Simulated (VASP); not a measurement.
Input of a VASP 6.6.1 run:

INCAR

```
SYSTEM = Ba2Au3
PREC = Accurate
ENCUT = 520
EDIFF = 1E-6
ISMEAR = 0
SIGMA = 0.1
LREAL = .FALSE.
LASPH = .TRUE.
NELM = 60
ALGO = Normal
ISIF = 2
LWAVE = .FALSE.
LCHARG = .FALSE.
GGA = PE
NBANDS = 34
```

Contents of KPOINTS:

```
regular mesh
0
G
  4 4 4
  0 0 0
```

The input POSCAR:

```
Ba2Au3
1.0
    5.9169015903      0.0000000000      0.0000000000
    0.0000000000      5.9169015903      0.0000000000
    0.0000000000      0.0000000000      5.9169015903
Ba Au
2 3
Direct
    0.5000000000      0.5000000000      0.5000000000
    0.0000000000      0.0000000000      0.0000000000
    0.0000000000      0.5000000000      0.5000000000
    0.5000000000      0.0000000000      0.5000000000
    0.5000000000      0.5000000000      0.0000000000
```

Potentials or basis: VASP PAW PBE potentials, release 64 (Ba_sv, Au).

Command:

```sh
$ cat potpaw_PBE.64/Ba_sv/POTCAR potpaw_PBE.64/Au/POTCAR > POTCAR
$ mpirun -np 1 vasp_std > vasp.out
```

Estimate the band gap on the k mesh.

zero (an odd number of electrons rules out a gap without spin polarisation).

Estimate the pressure.

0.7 GPa.

Caveat: spin-orbit coupling is left out, which moves the levels of the heavy elements.
